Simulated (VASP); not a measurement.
Runs of VASP 6.6.1 on CsSnI3. The structure is that of space group Pm-3m (No. 221), or close to it. The cells are those of the table. 

```csv
task,cell,k mesh,cutoff (eV),smearing,gap on the mesh (eV),pressure (GPa)
single point,"a = 4.981 Å, 5 atoms",8 × 8 × 8,520,gaussian 0.1 eV,none,(a)
relaxation of cell and atoms,"relaxed to 12 GPa from a = 5.679 Å, 5 atoms",6 × 6 × 6,600,gaussian 0.1 eV,none,12.0
single point,"a = 5.832 Å, 5 atoms",6 × 6 × 6,520,gaussian 0.1 eV,none,3.9
single point,"a = 5.523 Å, 5 atoms",6 × 6 × 6,520,gaussian 0.1 eV,none,12.0
single point,"a = 6.262 Å, 5 atoms",6 × 6 × 6,520,gaussian 0.01 eV,0.37,-1.0
```

Alike in all rows: level PBEsol; potentials or basis VASP PAW PBE potentials, release 64 (Cs_sv, Sn_d, I); no spin polarisation.

Q: Fill in the values left out.

A: (a) 50.1.

Caveats: the PAW data sets were made with another functional, which shifts forces and pressure a little; spin-orbit coupling is left out, which moves the levels of the heavy elements; the cell stands under pressure (at least some runs); the cell is relaxed towards a set pressure, so the run minimises the enthalpy, not the energy (at least some runs).

A k mesh can miss the band edges, and the runs leave out spin-orbit coupling on Cs, I, Sn.

A gap of «none» marks levels without a gap at the run's occupations.
